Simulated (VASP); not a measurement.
Input of a VASP 6.6.1 run:

INCAR

```
SYSTEM = InSb3
PREC = Accurate ; ENCUT = 520
EDIFF = 1E-6 ; ISMEAR = 0
SIGMA = 0.15 ; LREAL = .False.
LASPH = .True. ; NELM = 80
ALGO = Normal ; ISIF = 2
LWAVE = .False. ; LCHARG = .False.
GGA = PE ; NBANDS = 22
```

KPOINTS

```
regular mesh
0
Gamma
  10 10 10
  0 0 0
```

Contents of POSCAR:

```
InSb3
1.0
    4.8138627010      0.0000000000      0.0000000000
    0.0000000000      4.8138627010      0.0000000000
    0.0000000000      0.0000000000      4.8138627010
In Sb
1 3
Direct
    0.0000000000      0.0000000000      0.0000000000
    0.5000000000      0.0000000000      0.5000000000
    0.0000000000      0.5000000000      0.5000000000
    0.5000000000      0.5000000000      0.0000000000
```

Potentials or basis: VASP PAW PBE potentials, release 64 (In_d, Sb).

Run with:

```console
$ cat potpaw_PBE.64/In_d/POTCAR potpaw_PBE.64/Sb/POTCAR > POTCAR
$ mpirun -np 1 vasp_std > vasp.out
```

(1) Estimate the band gap on the k mesh.

(2) Predict the pressure.

Answers

(1) zero (band 14 reaches 11.24 eV, above the bottom of band 15 at 6.68 eV).

(2) -0.1 GPa.

Caveat: spin-orbit coupling is left out, which moves the levels of the heavy elements.
